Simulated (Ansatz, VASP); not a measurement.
## Two plane-wave programs on Hf2Sc

```
Hf Sc
1.0
     4.99511    0.00000    0.00000
    -2.49755    4.32589    0.00000
     0.00000    0.00000    3.13501
Hf Sc
2 1
Direct
  0.33333 0.66667 0.50000
  0.66667 0.33333 0.50000
  0.00000 0.00000 0.00000
```

Alike in both runs: functional PBE; k mesh 12 × 12 × 14; occupations gaussian, width 0.1 eV; no spin polarisation.

Ansatz relaxed the structure, and its values are those at the end. VASP's run is a single point on that final structure, the one shown.

|  | VASP | Ansatz |
| --- | --- | --- |
| version | VASP 6.6.1 | Ansatz 0.2.0 |
| potentials or method | VASP PAW PBE potentials, release 64 (Hf_pv, Sc_sv), cutoff 520 eV | scalar-relativistic, plane waves, PAW |
| valence electrons in the cell | 31 | 63 |

VASP gave:

```
gap on the k mesh at the Fermi level (eV) : none
pressure (GPa)                            : -0.2
```

Problem. What did Ansatz give for the same quantities?

Solution. gap on the k mesh at the Fermi level (eV): none; pressure (GPa): 0.0.

A gap of «none» marks a metal or a gap that the smearing closes. VASP's potentials hold 31 valence electrons a cell and Ansatz's 63, so a difference there can come from the potentials and not from the codes.

Neither program's run includes spin-orbit coupling.
